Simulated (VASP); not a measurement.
Hf: single point with LDA

The system is Hf.

```
Hf
1.0
     0.00000    2.34358    1.99204
     2.34358    0.00000    1.99204
     2.34358    2.34358    0.00000
Hf
1
Direct
  0.00000 0.00000 0.00000
```

This cell differs from its parent crystal: ratio of the length along z to the lengths across it x 0.85, volume and fractional coordinates fixed.

```yaml
Program: VASP 6.6.1
Task: single point
Functional: LDA
Potentials_or_basis: VASP PAW LDA potentials, release 64 (Hf_pv)
Cutoff: 520 eV
k_mesh: 20 × 20 × 20
Occupations: gaussian, width 0.15 eV
Spin: no spin polarisation
Dipole_correction: no
Further_INCAR_settings: ALGO = Fast; EDIFF = 1e-07; NBANDS = 11
```

The pressure is -5.9 GPa and the band gap on the k mesh is zero (bands 5 and 6 overlap by 1.93 eV).

Stress tensor (GPa, compression positive):
```
-7.54  0.00  0.00
 0.00 -7.54  0.00
 0.00  0.00 -2.67
```

Levels at points of the mesh, in eV from the Fermi level:
```tsv
k point	band 3	band 4	band 5	band 6	band 7	band 8
(0.00, 0.00, 0.00)	-29.72	-7.16	1.03	1.03	2.70	2.82
(0.50, 0.00, 0.00)	-29.75	-3.61	0.16	0.93	2.40	5.64
(0.50, 0.50, 0.00)	-30.21	-3.06	-2.48	4.77	6.41	6.99
(0.50, 0.00, 0.50)	-29.86	-3.41	-1.79	2.01	5.73	6.06
```

Run time: 3.9 min on 1 thread of Intel Xeon 8259CL (shared host), peak memory 0.26 GiB.

Caveat: the cell stands under tension; spin-orbit coupling is left out, which moves the levels of the heavy elements.
